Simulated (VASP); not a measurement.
WC:

```
W C
1.0
     2.89841    0.00000    0.00000
    -1.44921    2.51010    0.00000
     0.00000    0.00000    2.82761
W C
1 1
Direct
  0.95964 0.96165 0.04326
  0.70702 0.37168 0.45674
```

This cell differs from its parent crystal: all atoms moved at random, sigma 0.15 Å a component.

| Quantity | Value |
| --- | --- |
| Program | VASP 6.6.1 |
| Task | relaxation of cell and atoms |
| Functional | PBEsol |
| Potentials or basis | VASP PAW PBE potentials, release 64 (W_sv, C) |
| Cutoff | 600 eV |
| k mesh | 12 × 12 × 12 |
| Occupations | gaussian, width 0.15 eV |
| Spin | no spin polarisation |

At the start: pressure 23.9 GPa; volume 10.29 Å³/atom.

**Question.** How do energy, volume and symmetry change on relaxing?

**Answer.** Over 15 steps the energy falls by 470.9 meV/atom and the volume is 10.32 Å³/atom (+0.3 %); space group P-6m2 (No. 187, to 0.05 Å).

The path:
```tsv
step	energy change (eV)	largest force (eV/Å)	pressure (GPa)	volume (Å³)
1	0.0000	6.1547	23.86	20.57
2	0.3354	0.8424	-41.99	25.30
3	-0.6901	0.9447	-25.05	22.24
4	-0.7179	1.1744	-21.50	22.01
5	-0.7278	1.5350	-16.61	21.74
6	-0.7905	0.8387	31.74	19.33
7	-0.9115	0.5298	6.73	20.33
8	-0.9246	0.5345	-3.86	20.85
9	-0.9404	0.0793	0.16	20.63
10	-0.9417	0.0484	-0.33	20.65
11	-0.9418	0.0379	-0.25	20.65
12	-0.9418	0.0043	0.35	20.62
13	-0.9418	0.0128	0.20	20.63
14	-0.9419	0.0108	-0.10	20.64
15	-0.9419	0.0021	-0.01	20.64
```

Final structure:
```
CELL_PARAMETERS angstrom
2.90142 0.00002 -0.00003
-1.45073 2.51273 0.00014
-0.00004 -0.00015 2.83058
ATOMIC_POSITIONS crystal
W 0.00000 0.00000 0.00003
C 0.66666 0.33333 0.49997
```

Caveat: the cell differs from its parent crystal (all atoms moved at random, sigma 0.15 Å a component); the PAW data sets were made with another functional, which shifts forces and pressure a little.
